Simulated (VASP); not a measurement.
# CdF2: single point with PBE

CdF2:

```xyz
3
Lattice="0.0000 2.7005 2.7005 2.7005 0.0000 2.7005 2.7005 2.7005 0.0000" Properties=species:S:1:pos:R:3 pbc="T T T"
Cd    0.2836   -0.2836   -0.2836
F     1.0667    1.6338    1.6338
F     4.0508    4.0508    4.0508
```

This cell differs from its parent crystal: shortest bond scaled by 0.58.

```json
{
 "Program": "VASP 6.6.1",
 "Task": "single point",
 "Functional": "PBE",
 "Potentials or basis": "VASP PAW PBE potentials, release 64 (Cd, F)",
 "Cutoff": "520 eV",
 "k mesh": "7 × 7 × 7",
 "Occupations": "fermi-dirac, width 0.03 eV",
 "Spin": "no spin polarisation",
 "Dipole correction": "no",
 "Further INCAR settings": "ALGO = Normal; EDIFF = 1e-06; NBANDS = 20"
}
```

```yaml
Pressure: 150.2 GPa
Largest_force: 74.109 eV/Å
Band_gap_on_the_k_mesh: 1.07 eV (least direct gap 2.24 eV)
```

Forces in eV/Å, atoms in the order of the input:
```
Cd  -42.771  42.771  42.771
F    42.787 -42.787 -42.787
F    -0.016   0.016   0.016
```

Stress tensor (GPa, compression positive):
```
 150.16 -126.82 -126.82
-126.82  150.16  126.82
-126.82  126.82  150.16
```

Levels at points of the mesh, in eV from the valence-band top:
| k point | band 10 | band 11 | band 12 | band 13 | band 14 | band 15 | band 16 | band 17 |
| --- | --- | --- | --- | --- | --- | --- | --- | --- |
| (0.00, 0.00, 0.00) | -3.03 | -2.38 | -2.38 | -1.17 | 1.07 | 10.53 | 10.53 | 12.86 |

Wall time 16 s on 1 thread of Intel(R) Xeon(R) 6975P-C (Granite Rapids), on a shared host, peak memory 0.17 GiB.

Caveat: the cell differs from its parent crystal (shortest bond scaled by 0.58); atoms lie so close that the PAW spheres overlap strongly, which falsifies energies and pressures; the cell stands under pressure; an odd mesh through Γ misses points on the zone boundary, where band edges can lie; forces of over 1 eV/Å act on the atoms, so gaps and moduli don't describe the material at rest.
